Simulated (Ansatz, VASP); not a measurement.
# BiTe3 in VASP and in Ansatz

```
Bi Te
1.0
     6.08128    0.00000    0.00000
     0.00000    6.08128    0.00000
     0.00000    0.00000    6.08128
Bi Te
1 3
Direct
  0.00000 0.00000 0.00000
  0.50000 0.00000 0.00000
  0.00000 0.00000 0.50000
  0.00000 0.50000 0.00000
```

Alike in both runs: task single point; functional PBE; k mesh 6 × 6 × 6; occupations gaussian, width 0.05 eV; no spin polarisation.

|  | VASP | Ansatz |
| --- | --- | --- |
| version | VASP 6.6.1 | Ansatz 0.2.0 |
| potentials or method | VASP PAW PBE potentials, release 64 (Bi_d, Te), cutoff 520 eV | scalar-relativistic, plane waves, PAW |
| valence electrons in the cell | 33 | 63 |

```csv
,VASP,Ansatz,Ansatz less VASP
gap on the k mesh at the Fermi level (eV),none,none,-
pressure (GPa),-0.4,-0.4,+0.02
```

A gap of «none» marks a metal or a gap that the smearing closes. VASP's potentials hold 33 valence electrons a cell and Ansatz's 63, so a difference there can come from the potentials and not from the codes.

Neither program's run includes spin-orbit coupling.
